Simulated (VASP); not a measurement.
# C (P3_112) in VASP: further runs

Runs on C. Level: PBE. Tasks: single point, relaxation of cell and atoms.

Program: VASP 6.6.1. These are calculated values, not measurements. Logs are shortened: lines on timing, memory, paths and dates and some standing lists are left out, and cuts for length are marked.

## 1. The cell of the first run

It takes space group P3_112 (No. 151, trigonal). The conventional cell has a = 3.665 Å, b = 3.665 Å, c = 4.300 Å, α = 90.00°, β = 90.00°, γ = 120.00°. C (site symmetry 1) has 3 C at 1.32 to 1.51 Å within 1.8 Å. C (site symmetry 2) has 4 C at 1.46 to 1.56 Å within 1.9 Å.

The cell was generated, and may not be a known phase.

## 2. Single point, PBE

INCAR reads:

```
PREC = Accurate ; ENCUT = 520
EDIFF = 1E-6 ; ISMEAR = 0
SIGMA = 0.1 ; LREAL = F
LASPH = T ; NELM = 80
ALGO = Normal ; ISIF = 2
LWAVE = F ; LCHARG = F
GGA = PE ; NBANDS = 28
```

KPOINTS reads:

```
Automatic mesh
0
Gamma
  6 6 4
```

POSCAR reads:

```
C
1.0
    3.6654517400      0.0000000000      0.0000000000
   -1.8327258700      3.1743743300      0.0000000000
    0.0000000000      0.0000000000      4.2998023800
C
9
Direct
    0.1622339100      0.2467204500      0.3159473300
    0.7532795500      0.9155134700      0.6492806600
    0.0844865300      0.8377660900      0.9826140000
    0.7532795500      0.8377660900      0.3507193400
    0.0844865300      0.2467204500      0.0173860000
    0.1622339100      0.9155134700      0.6840526700
    0.6110530300      0.3889469700      0.3333333300
    0.6110530300      0.2221060600      0.6666666700
    0.7778939400      0.3889469700      0.0000000000
```

Potentials or basis: VASP PAW PBE potentials, release 64 (C).

Launch:

```sh
$ cat potpaw_PBE.64/C/POTCAR > POTCAR
$ mpirun -np 1 vasp_std > vasp.out
```

OUTCAR:

```text
PREC = Accurate
   ENCUT = 520
   EDIFF = 1E-6
   ISMEAR = 0
   LREAL = F
   LASPH = T
   NELM = 80
   ISIF = 2
   GGA = PE

 ion  position               nearest neighbor table
   1  0.162  0.247  0.316-   5 1.32   7 1.46   4 1.51   2 1.99   3 1.99   6 1.99
   2  0.753  0.916  0.649-   4 1.32   8 1.46   6 1.51   1 1.99   3 1.99   5 1.99
   3  0.084  0.838  0.983-   6 1.32   9 1.46   5 1.51   1 1.99   2 1.99   4 1.99
   4  0.753  0.838  0.351-   2 1.32   7 1.46   1 1.51   6 1.99   5 1.99   3 1.99
   5  0.084  0.247  0.017-   1 1.32   9 1.46   3 1.51   6 1.99   4 1.99   2 1.99
   6  0.162  0.916  0.684-   3 1.32   8 1.46   2 1.51   4 1.99   5 1.99   1 1.99
   7  0.611  0.389  0.333-   1 1.46   4 1.46   9 1.56   8 1.56
   8  0.611  0.222  0.667-   2 1.46   6 1.46   9 1.56   7 1.56
   9  0.778  0.389  0.000-   5 1.46   3 1.46   7 1.56   8 1.56

  LATTYP: Found a hexagonal cell.
 ALAT       =     3.6654517400
 C/A-ratio  =     1.1730620630

  Lattice vectors:

 A1 = (   3.6654517400,   0.0000000000,   0.0000000000)
 A2 = (  -1.8327258700,   3.1743743300,   0.0000000000)
 A3 = (   0.0000000000,   0.0000000000,   4.2998023800)

Analysis of symmetry for initial positions (statically):
=====================================================================
 Subroutine PRICEL returns:
 Original cell was already a primitive cell.

 Routine SETGRP: Setting up the symmetry group for a
 hexagonal supercell.

 Subroutine GETGRP returns: Found  6 space group operations
 (whereof  2 operations were pure point group operations)
 out of a pool of 24 trial point group operations.

The static configuration has the point symmetry C_2 .
 The point group associated with its full space group is D_3 .

Analysis of symmetry for dynamics (positions and initial velocities):
=====================================================================
 Subroutine PRICEL returns:
 Original cell was already a primitive cell.

 Routine SETGRP: Setting up the symmetry group for a
 hexagonal supercell.

 Subroutine GETGRP returns: Found  6 space group operations
 (whereof  2 operations were pure point group operations)
 out of a pool of 24 trial point group operations.

The dynamic configuration has the point symmetry C_2 .
 The point group associated with its full space group is D_3 .

 Subroutine INISYM returns: Found  6 space group operations
 (whereof  2 operations are pure point group operations),
 and found     1 'primitive' translations

----------------------------------------------------------------------------------------

                                     Primitive cell

  volume of cell :      50.0304

  direct lattice vectors                    reciprocal lattice vectors
     3.665451740  0.000000000  0.000000000     0.272817669  0.157511354  0.000000000
    -1.832725870  3.174374330  0.000000000     0.000000000  0.315022709  0.000000000
     0.000000000  0.000000000  4.299802380     0.000000000  0.000000000  0.232568828

  length of vectors
     3.665451740  3.665451746  4.299802380     0.315022709  0.315022709  0.232568828

  position of ions in fractional coordinates (direct lattice)
     0.162233910  0.246720450  0.315947330
     0.753279550  0.915513470  0.649280660
     0.084486530  0.837766090  0.982614000
     0.753279550  0.837766090  0.350719340
     0.084486530  0.246720450  0.017386000
     0.162233910  0.915513470  0.684052670
     0.611053030  0.388946970  0.333333330
     0.611053030  0.222106060  0.666666670
     0.777893940  0.388946970  0.000000000

  ion indices of the primitive-cell ions
   primitive index   ion index
                 1           1
                 2           2
                 3           3
                 4           4
                 5           5
                 6           6
                 7           7
                 8           8
                 9           9

----------------------------------------------------------------------------------------

 KPOINTS: Automatic mesh

Automatic generation of k-mesh.
 Grid dimensions read from file:
 generate k-points for:    6    6    4

 Generating k-lattice:

  Cartesian coordinates                     Fractional coordinates (reciprocal lattice)
     0.045469612  0.026251892  0.000000000     0.166666667  0.000000000  0.000000000
     0.000000000  0.052503785  0.000000000     0.000000000  0.166666667  0.000000000
     0.000000000  0.000000000  0.058142207     0.000000000  0.000000000  0.250000000

  Length of vectors
     0.052503785  0.052503785  0.058142207

  Shift w.r.t. Gamma in fractional coordinates (k-lattice)
     0.000000000  0.000000000  0.000000000

 Subroutine IBZKPT returns following result:
 ===========================================

 Found     24 irreducible k-points:

 Following reciprocal coordinates:
            Coordinates               Weight
  0.000000  0.000000  0.000000      1.000000
  0.166667 -0.000000  0.000000      6.000000
  0.333333  0.000000  0.000000      6.000000
  0.500000  0.000000  0.000000      3.000000
  0.166667  0.166667  0.000000      6.000000
  0.333333  0.166667  0.000000     12.000000
[... 16 lines left out ...]
  0.333333  0.166667  0.500000     12.000000
  0.333333  0.333333  0.500000      2.000000
   k-points           NKPTS =     24   k-points in BZ     NKDIM =     24   number of bands    NBANDS=     28
   number of dos      NEDOS =    301   number of ions     NIONS =      9
   total plane-waves  NPLWV =  25088
   dimension x,y,z NGX =    28 NGY =   28 NGZ =   32
   dimension x,y,z NGXF=    56 NGYF=   56 NGZF=   64
   ions per type =               9
   NGX,Y,Z   is equivalent  to a cutoff of  12.70, 12.70, 12.37 a.u.
   NGXF,Y,Z  is equivalent  to a cutoff of  25.40, 25.40, 24.74 a.u.
 SYSTEM =  unknown system
   PREC   = accura    normal or accurate (medium, high low for compatibility)
   ISTART =      0    job   : 0-new  1-cont  2-samecut
   ICHARG =      2    charge: 1-file 2-atom 10-const
   ISPIN  =      1    spin polarized calculation?
   LNONCOLLINEAR =      F non collinear calculations
   LSORBIT =      F    spin-orbit coupling
   LASPH  =      T    aspherical Exc in radial PAW
   ENCUT  =  520.0 eV  38.22 Ry    6.18 a.u.   6.82  6.82  7.99*2*pi/ulx,y,z
   NELM   =     80;   NELMIN=  2; NELMDL= -5     # of ELM steps
   EDIFF  = 0.1E-05   stopping-criterion for ELM
   LREAL  =      F    real-space projection
[... 7 lines left out ...]
   TEBEG  =    0.0;   TEEND  =   0.0 temperature during run
   PSTRESS=    0.0 pullay stress
   NELECT =      36.0000    total number of electrons
   NUPDOWN=      -1.0000    fix difference up-down
   EMIN   =  10.00;   EMAX   =-10.00  energy-range for DOS
   EFERMI =   0.00;   METHOD = LEGACY
   ISMEAR =     0;   SIGMA  =   0.10  broadening in eV -4-tet -1-fermi 0-gaus
   EFERMI_NEDOS =   21; number of points for ismear=-14 and -15
   IALGO  =     38    algorithm
   IMIX   =      4    mixing-type and parameters
     AMIX     =   0.40;   BMIX     =  1.00
     AMIX_MAG =   1.60;   BMIX_MAG =  1.00
  volume/ion in A,a.u.               =       5.56        37.51
  Fermi-wavevector in a.u.,A,eV,Ry     =   1.467003  2.772233 29.281061  2.152097
  Thomas-Fermi vector in A             =   2.582673
   LORBIT       =      0    0 simple, 1 ext, 2 COOP (PROOUT), +10 PAW based schemes
   GGA     = PE    functional components
   LHFCALC =     F    Hartree Fock is set to
   AEXX    =    0.0000 exact exchange contribution
   IVDW    =     0    specifies the selected vdW correction
   LEPSILON=     F    determine dielectric tensor
   LRPA    =     F    only Hartree local field effects (RPA)
 non-spin polarized calculation
 Gauss-broadening in eV      SIGMA  =   0.10
  energy-cutoff  :      520.00
  volume of cell :       50.03
 maximum number of plane-waves:      1360
   NGX = 13   NGY = 13   NGZ = 15

 number of electron      36.0000001 magnetization

 Free energy of the ion-electron system (eV)
  ---------------------------------------------------
  ext. energy  EPLUGINS =         0.00000000
  ---------------------------------------------------
  free energy    TOTEN  =       -57.86953796 eV

  energy without entropy =      -57.85617973  energy(sigma->0) =      -57.86285884

 E-fermi :  10.2998     XC(G=0): -13.3190

 val. band max:       10.2777938183   @ k =   0.5000   0.0000   0.2500
 cond. band min:      10.3316438420   @ k =   0.3333   0.1667   0.0000
 fundamental gap:      0.0538500237
 Fermi energy:        10.2998290703

 k-point     1 :       0.0000    0.0000    0.0000
  band No.  band energies     occupation
      1     -13.3094      2.00000
      2      -7.6507      2.00000
      3      -7.6507      2.00000
      4      -4.4620      2.00000
      5      -3.5754      2.00000
      6      -3.5754      2.00000
[... 20 lines left out ...]
     27      21.9007      0.00000
     28      22.4651      0.00000

 k-point     2 :       0.1667   -0.0000    0.0000
  band No.  band energies     occupation
      1     -13.0441      2.00000
      2      -7.6138      2.00000
      3      -7.4541      2.00000
      4      -6.0155      2.00000
      5      -3.9277      2.00000
      6      -2.6810      2.00000
[... 20 lines left out ...]
     27      21.3108      0.00000
     28      21.9631      0.00000

 k-point     3 :       0.3333    0.0000    0.0000
  band No.  band energies     occupation
      1     -12.3105      2.00000
      2      -8.5685      2.00000
      3      -6.9570      2.00000
      4      -6.6074      2.00000
      5      -4.5819      2.00000
      6      -2.8897      2.00000
[... 20 lines left out ...]
     27      20.6306      0.00000
     28      20.9581      0.00000

 k-point     4 :       0.5000    0.0000    0.0000
  band No.  band energies     occupation
      1     -11.6546      2.00000
      2      -9.5860      2.00000
      3      -6.5976      2.00000
      4      -6.4102      2.00000
      5      -4.9634      2.00000
      6      -3.1708      2.00000
[... 20 lines left out ...]
     27      20.1740      0.00000
     28      20.6585      0.00000

 k-point     5 :       0.1667    0.1667    0.0000
  band No.  band energies     occupation
      1     -12.5387      2.00000
      2      -7.9377      2.00000
      3      -7.4709      2.00000
      4      -6.5556      2.00000
      5      -4.4308      2.00000
      6      -2.6218      2.00000
[... 20 lines left out ...]
     27      20.6005      0.00000
     28      21.4733      0.00000

 k-point     6 :       0.3333    0.1667    0.0000
  band No.  band energies     occupation
      1     -11.7176      2.00000
      2      -9.2372      2.00000
      3      -7.5024      2.00000
      4      -5.9909      2.00000
      5      -4.6576      2.00000
      6      -3.2674      2.00000
[... 463 lines left out ...]
      5      -3.0402      2.00000
      6      -2.9717      2.00000
[... 20 lines left out ...]
     27      20.9021      0.00000
     28      21.4886      0.00000

 k-point    22 :       0.1667    0.1667    0.5000
  band No.  band energies     occupation
      1     -11.1151      2.00000
      2     -11.0505      2.00000
      3      -6.7337      2.00000
      4      -6.2420      2.00000
      5      -3.2500      2.00000
      6      -3.0386      2.00000
[... 20 lines left out ...]
     27      20.9391      0.00000
     28      21.1118      0.00000

 k-point    23 :       0.3333    0.1667    0.5000
  band No.  band energies     occupation
      1     -10.4260      2.00000
      2     -10.2094      2.00000
      3      -8.1255      2.00000
      4      -7.4931      2.00000
      5      -3.9169      2.00000
      6      -3.4683      2.00000
[... 20 lines left out ...]
     27      20.5764      0.00000
     28      21.4760      0.00000

 k-point    24 :       0.3333    0.3333    0.5000
  band No.  band energies     occupation
      1     -10.0409      2.00000
      2      -9.7471      2.00000
      3      -8.6011      2.00000
      4      -7.9778      2.00000
      5      -4.5012      2.00000
      6      -3.9814      2.00000
[... 20 lines left out ...]
     27      19.9127      0.00000
     28      20.7913      0.00000

------------------------ aborting loop because EDIFF is reached ----------------------------------------

  FORCE on cell =-STRESS in cart. coord.  units (eV):
  Direction    XX          YY          ZZ          XY          YZ          ZX
  --------------------------------------------------------------------------------------
  -------------------------------------------------------------------------------------
  Total       27.0846122     27.0846123     52.5914778      0.0000000     -0.0000000     -0.0000000
  in kB      867.3593475    867.3593512   1684.1928416      0.0000000     -0.0000000     -0.0000000
  external PRESSURE =    1139.6371801 kB  Pullay stress =       0.0000000 kB

 VOLUME and BASIS-vectors are now :
 -----------------------------------------------------------------------------
  energy-cutoff  :      520.00
  volume of cell :       50.03
      direct lattice vectors                 reciprocal lattice vectors
     3.665451740  0.000000000  0.000000000     0.272817669  0.157511354  0.000000000
    -1.832725870  3.174374330  0.000000000     0.000000000  0.315022709  0.000000000
     0.000000000  0.000000000  4.299802380     0.000000000  0.000000000  0.232568828

 POSITION                                       TOTAL-FORCE (eV/Angst)
 -----------------------------------------------------------------------------------
      0.14249      0.78318      1.35851         3.218355      0.631107      0.565694
      1.08322      2.90618      2.79178        -2.155732      2.471624      0.565694
     -1.22571      2.65938      4.22505        -1.062623     -3.102730      0.565694
      1.22571      2.65938      1.50802         1.062623     -3.102730     -0.565694
     -0.14249      0.78318      0.07476        -3.218355      0.631107     -0.565694
     -1.08322      2.90618      2.94129         2.155732      2.471624     -0.565694
      1.52695      1.23466      1.43327        -1.644054      0.949195      0.000000
      1.83273      0.70505      2.86653         0.000000     -1.898391     -0.000000
      2.13850      1.23466      0.00000         1.644054      0.949195      0.000000
 -----------------------------------------------------------------------------------
    total drift:                                0.000027     -0.000013      0.000011

  FREE ENERGIE OF THE ION-ELECTRON SYSTEM (eV)
  ---------------------------------------------------
  free  energy   TOTEN  =       -57.8695379577 eV

  energy  without entropy=      -57.8561797273  energy(sigma->0) =      -57.86285884
```

It took 13 s on 1 thread of AMD EPYC 9R45 (Zen 5), shared host; peak memory 0.13 GiB.

Results:

| Item | Value |
| --- | --- |
| Free energy | -57.8695 eV |
| Pressure | 114.0 GPa |
| Largest force | 3.328 eV/Å |
| Band gap on the k mesh | zero (bands 18 and 19 overlap by 2.58 eV) |

Forces in eV/Å, atoms in the order of the input:
```
C    3.218  0.631  0.566
C   -2.156  2.472  0.566
C   -1.063 -3.103  0.566
C    1.063 -3.103 -0.566
C   -3.218  0.631 -0.566
C    2.156  2.472 -0.566
C   -1.644  0.949  0.000
C    0.000 -1.898  0.000
C    1.644  0.949  0.000
```

Caveat: the k points lie up to 0.37 Å⁻¹ apart, too coarse for converged energies and pressures of a metal; this functional lacks dispersion, which binds layers or chains, so the pressure and a relaxed spacing across them are unreliable; forces of over 1 eV/Å act on the atoms, so gaps and moduli don't describe the material at rest.

(Continued in part 2 of 2.)

The gap in the log of VASP goes by the Fermi energy; the results here count the filled bands.